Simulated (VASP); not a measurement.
Set up this calculation in VASP 6.6.1, as the native input.

| Item | Value |
| --- | --- |
| Task | single point |
| Functional | PBE |
| Potentials or basis | VASP PAW PBE potentials, release 64 (Lu, Hf_pv, O) |
| Cutoff | 520 eV |
| k mesh | 4 × 4 × 4 |
| Occupations | gaussian, width 0.1 eV |
| Spin | no spin polarisation |
| Dipole correction | no |
| Further INCAR settings | ALGO = Normal; EDIFF = 1e-06; NBANDS = 44 |

The structure of LuHf4O lies in POSCAR:

```
LuHf4O
1.0
    0.0000000000      3.8738863700      3.8738863700
    3.8738863700      0.0000000000      3.8738863700
    3.8738863700      3.8738863700      0.0000000000
Lu Hf O
1 4 1
Direct
    0.7500000000      0.7500000000      0.7500000000
    0.8749087200      0.3750304300      0.3750304300
    0.3750304300      0.3750304300      0.3750304300
    0.3750304300      0.8749087200      0.3750304300
    0.3750304300      0.3750304300      0.8749087200
    0.0000000000      0.0000000000      0.0000000000
```

One way to write it, as run:

INCAR

```
SYSTEM = LuHf4O
PREC     = Accurate       ! precision mode
ENCUT    = 520            ! plane-wave cutoff, eV
EDIFF    = 1E-6           ! SCF threshold, eV
ISMEAR   = 0              ! smearing method
SIGMA    = 0.1            ! smearing width, eV
LREAL    = .FALSE.        ! projectors in reciprocal space
LASPH    = .TRUE.         ! aspherical terms in the spheres
NELM     = 60             ! most SCF steps
ALGO     = Normal         ! electronic algorithm
ISIF     = 2              ! what is computed and relaxed
LWAVE    = .FALSE.        ! write WAVECAR
LCHARG   = .TRUE.         ! write CHGCAR
GGA      = PE             ! functional
LELF     = .TRUE.         ! ELF
LVHAR    = .TRUE.       
NBANDS   = 44             ! bands
```

KPOINTS

```
regular mesh
0
G
  4 4 4
  0 0 0
```

Potentials or basis: VASP PAW PBE potentials, release 64 (Lu, Hf_pv, O).

The run is started by

```bash
$ cat potpaw_PBE.64/Lu/POTCAR potpaw_PBE.64/Hf_pv/POTCAR potpaw_PBE.64/O/POTCAR > POTCAR
$ mpirun -np 1 vasp_std > vasp.out
```

It gave:

```json
{
 "Pressure": "17.0 GPa",
 "Largest force": "1.240 eV/Å"
}
```

Caveat: an odd number of electrons without spin polarisation forces a metal; a magnetic or distorted state may lie lower.

Run time: 59 s on 1 thread of Intel(R) Xeon(R) 6975P-C (Granite Rapids), with other jobs on the host, peak memory 0.28 GiB.
